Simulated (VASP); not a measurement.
A run of VASP 6.6.1:

POSCAR

```
MgO
1.0
    0.0210216742      2.1231890900      2.1231890900
    2.1231890900      0.0210216742      2.1231890900
    2.1231890900      2.1231890900      0.0210216742
Mg O
1 1
Direct
    0.0000000000      0.0000000000      0.0000000000
    0.5000000000      0.5000000000      0.5000000000
```

Contents of INCAR.step1:

```
SYSTEM = MgO
ALGO = Normal ; EDIFF = 1E-5
ENCUT = 660 ; GGA = PE
GGA_COMPAT = .FALSE. ; ISMEAR = 0
LASPH = .TRUE. ; LCHARG = .FALSE.
LREAL = .FALSE. ; LWAVE = .TRUE.
NBANDS = 15 ; NELM = 120
PREC = Accurate ; SIGMA = 0.01
```

Contents of INCAR.step2:

```
SYSTEM = MgO
ALGO = Normal ; EDIFF = 1E-6
ENCUT = 660 ; GGA_COMPAT = .FALSE.
ISIF = 2 ; ISMEAR = 0
ISTART = 1 ; LASPH = .TRUE.
LCHARG = .FALSE. ; LMIXTAU = .TRUE.
LREAL = .FALSE. ; LWAVE = .FALSE.
METAGGA = R2SCAN ; NBANDS = 15
NELM = 120 ; PREC = Accurate
SIGMA = 0.01
```

File KPOINTS:

```
k-points
0
G
  10 10 10
  0 0 0
```

Potentials or basis: VASP PAW PBE potentials, release 64 (Mg_sv, O).

Launch:

```bash
$ cat potpaw_PBE.64/Mg_sv/POTCAR potpaw_PBE.64/O/POTCAR > POTCAR
$ cp INCAR.step1 INCAR
$ mpirun -np 1 vasp_std > vasp.out
$ cp INCAR.step2 INCAR
$ mpirun -np 1 vasp_std > vasp.out
```

Hardware: 1 thread of AMD EPYC 7R43 64-Core Processor (Zen 3), on a shared host.

Question: How long does it take, and how much memory?

Answer: Run time: 4.5 min on 1 thread of AMD EPYC 7R43 64-Core Processor (Zen 3), on a shared host, peak memory 0.15 GiB. Counts: k points 116.
